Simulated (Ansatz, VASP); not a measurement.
Two plane-wave programs on SiC

```
CELL_PARAMETERS angstrom
3.07536 0.00000 0.00000
-1.53768 2.66334 0.00000
0.00000 0.00000 5.04811
ATOMIC_POSITIONS crystal
Si 0.33333 0.66667 0.99959
Si 0.66667 0.33333 0.49959
C 0.33333 0.66667 0.37541
C 0.66667 0.33333 0.87541
```

Alike in both runs: task single point; functional r2SCANh; k mesh 6 × 6 × 4; no spin polarisation.

|  | VASP | Ansatz |
| --- | --- | --- |
| version | VASP 6.6.1 | Ansatz 0.2.0 |
| potentials or method | VASP PAW PBE potentials, release 64 (Si, C) | plane waves, PAW |
| plane-wave cutoff (eV) | 520 | 500 |
| occupations | gaussian, width 0.01 eV | fixed |
| valence electrons in the cell | 16 | 16 |

```tsv
	VASP	Ansatz	Ansatz less VASP
gap on the k mesh at the Fermi level (eV)	3.24	3.23	-0.015
pressure (GPa)	-1.6	-1.3	+0.29
traceless stress, the component that is largest in VASP (GPa)	-0.13	-0.15	-0.023
rms of the force components (eV/Å)	0.006	0.006	+0.0003
```

VASP's potentials were made for PBE, not for r2SCANh. Atom by atom the forces differ by 0.000 eV/Å (rms over components). Ansatz's warnings: stress exchange threshold loose, stress scf threshold loose.
